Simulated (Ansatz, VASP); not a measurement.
**Two plane-wave programs on Al2O3**

INCAR

```
  ALGO = Normal
  EDIFF = 1E-6
  ENCUT = 520
  GGA = PS
  ISIF = 2
  ISMEAR = -1
  LASPH = T
  LCHARG = F
  LREAL = F
  LWAVE = F
  NBANDS = 35
  NELM = 60
  PREC = Accurate
  SIGMA = 0.05
```

File KPOINTS:

```
k-points
0
Gamma
  7 7 7
```

POSCAR

```
Al2O3
1.0
    2.3802500000      1.3742379782      4.3318666667
   -2.3802500000      1.3742379782      4.3318666667
    0.0000000000     -2.7484759565      4.3318666667
Al O
4 6
Direct
    0.8521600000      0.8521600000      0.8521600000
    0.6478400000      0.6478400000      0.6478400000
    0.1478400000      0.1478400000      0.1478400000
    0.3521600000      0.3521600000      0.3521600000
    0.0566800000      0.7500000000      0.4433200000
    0.7500000000      0.4433200000      0.0566800000
    0.4433200000      0.0566800000      0.7500000000
    0.9433200000      0.2500000000      0.5566800000
    0.2500000000      0.5566800000      0.9433200000
    0.5566800000      0.9433200000      0.2500000000
```

input.yaml

```yaml
crystal:
  lattice:
    - [2.38025, 1.3742379782, 4.3318666667]
    - [-2.38025, 1.3742379782, 4.3318666667]
    - [0.0, -2.7484759565, 4.3318666667]
  atoms:
    - { symbol: Al, position: [0.85216, 0.85216, 0.85216] }
    - { symbol: Al, position: [0.64784, 0.64784, 0.64784] }
    - { symbol: Al, position: [0.14784, 0.14784, 0.14784] }
    - { symbol: Al, position: [0.35216, 0.35216, 0.35216] }
    - { symbol: O, position: [0.05668, 0.75, 0.44332] }
    - { symbol: O, position: [0.75, 0.44332, 0.05668] }
    - { symbol: O, position: [0.44332, 0.05668, 0.75] }
    - { symbol: O, position: [0.94332, 0.25, 0.55668] }
    - { symbol: O, position: [0.25, 0.55668, 0.94332] }
    - { symbol: O, position: [0.55668, 0.94332, 0.25] }
hamiltonian:
  xc: pbesol
  pseudopotentials: { kind: paw }
kpoints:
  mp_grid: { grid: [7, 7, 7] }
  band_path:
    path:
      - [[0.0, 0.0, 0.0], [0.5, 0.0, 0.0], [0.5, 0.2337604794, -0.2337604794]]
      - [[0.7662395206, 0.5, 0.2337604794], [0.5, 0.5, 0.5], [0.0, 0.0, 0.0], [0.3668802397, 0.0, -0.3668802397]]
      - [[0.6331197603, 0.3668802397, 0.0], [0.5, 0.5, 0.0], [0.6331197603, 0.6331197603, 0.2337604794], [0.5, 0.5, 0.5]]
      - [[0.5, 0.0, 0.0], [0.7662395206, 0.3668802397, 0.3668802397]]
    npoints: 10
scf:
  occupations: { method: fermi_dirac, width: 0.05 }
  n_extra_bands: 25
output:
  forces: true
  stress: true
  eigenvalues: true
  fatbands: false
  write_density: true
  write_potential: true
  elf: true
  volumetric_format: npy
```

Alike in both runs: functional PBEsol; k mesh 7 × 7 × 7; occupations fermi-dirac, width 0.05 eV; no spin polarisation.

|  | VASP | Ansatz |
| --- | --- | --- |
| version | VASP 6.6.1 | Ansatz 0.2.0 |
| potentials or method | VASP PAW PBE potentials, release 64 (Al, O) | Ansatz PAW |
| plane-wave cutoff (eV) | 520 | 420 |
| valence electrons in the cell | 48 | 48 |
| task | single point | band structure |

Ansatz gave:

```
gap on the k mesh at the Fermi level (eV)                     : 6.11
least direct gap on the mesh (eV)                             : 6.11
pressure (GPa)                                                : 1.7
traceless stress, the component that is largest in VASP (GPa) : -0.41
rms of the force components (eV/Å)                            : 0.040
```

Task: Estimate VASP's values.

Result: gap on the k mesh at the Fermi level (eV): 6.12; least direct gap on the mesh (eV): 6.12; pressure (GPa): 1.8; traceless stress, the component that is largest in VASP (GPa): -0.48; rms of the force components (eV/Å): 0.043.

VASP's potentials were made for PBE, not for PBEsol. Atom by atom the forces differ by 0.003 eV/Å (rms over components). The functional is the same, so the differences come from potentials, cutoffs and numerics.
